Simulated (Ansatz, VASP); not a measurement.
HfSnSe4: VASP beside Ansatz

```
Hf Sn Se
1.0
     4.63870    0.00000    0.00000
     0.00000    4.63870    0.00000
     0.00000    0.00000    7.04806
Hf Sn Se
1 1 4
Direct
  0.00000 0.00000 0.00000
  0.50000 0.50000 0.50000
  0.50000 0.00000 0.77416
  0.00000 0.50000 0.22584
  0.50000 0.00000 0.22584
  0.00000 0.50000 0.77416
```

Change from the starting cell: species swapped into the NaYF4 type (P4/mmm, No. 123).

Alike in both runs: functional PBE; k mesh 8 × 8 × 6; occupations gaussian, width 0.1 eV; no spin polarisation.

Ansatz relaxed the structure, and its values are those at the end. VASP's run is a single point on that final structure, the one shown.

```csv
,VASP,Ansatz
version,VASP 6.6.1,Ansatz 0.2.0
potentials or method,"VASP PAW PBE potentials, release 64 (Hf_pv, Sn_d, Se), cutoff 520 eV","scalar-relativistic, plane waves, PAW"
valence electrons in the cell,48,104
```

VASP gave:

| Property | Result |
| --- | --- |
| gap on the k mesh at the Fermi level (eV) | none |
| pressure (GPa) | -0.2 |
| rms of the force components (eV/Å) | 0.012 |

Q: Which values does Ansatz return?

A: gap on the k mesh at the Fermi level (eV): none; pressure (GPa): 0.0; rms of the force components (eV/Å): 0.000.

A gap of «none» marks a metal or a gap that the smearing closes. With one functional, cell and mesh, what is left measures potentials, basis and numerics. VASP's potentials hold 48 valence electrons a cell and Ansatz's 104, so a difference there can come from the potentials and not from the codes.

Neither program's run includes spin-orbit coupling.
